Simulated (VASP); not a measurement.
A run of VASP 6.6.1:

File INCAR:

```
SYSTEM = SnSe
PREC = Accurate
ENCUT = 520
EDIFF = 1E-6
ISMEAR = 0
SIGMA = 0.02
LREAL = .FALSE.
LASPH = .TRUE.
NELM = 80
ALGO = Normal
ISIF = 2
LWAVE = .FALSE.
LCHARG = .FALSE.
GGA = PE
NBANDS = 17
```

KPOINTS

```
regular mesh
0
G
  10 10 10
  0 0 0
```

POSCAR

```
SnSe
1.0
    0.0000000000      2.9927335853      2.9927335853
    2.9927335853      0.0000000000      2.9927335853
    2.9927335853      2.9927335853      0.0000000000
Sn Se
1 1
Direct
    0.0000000000      0.0000000000      0.0000000000
    0.5000000000      0.5000000000      0.5000000000
```

Potentials or basis: VASP PAW PBE potentials, release 64 (Sn_d, Se).

Run with:

```console
$ cat potpaw_PBE.64/Sn_d/POTCAR potpaw_PBE.64/Se/POTCAR > POTCAR
$ mpirun -np 1 vasp_std > vasp.out
```

Hardware: 1 thread of Intel Xeon 8259CL, with other jobs on the host.

**Question.** Estimate the wall time of this run.

**Answer.** Wall time 62 s on 1 thread of Intel Xeon 8259CL, on a shared host, peak memory 0.2 GiB. Counts: scf iterations 12, k points 47.
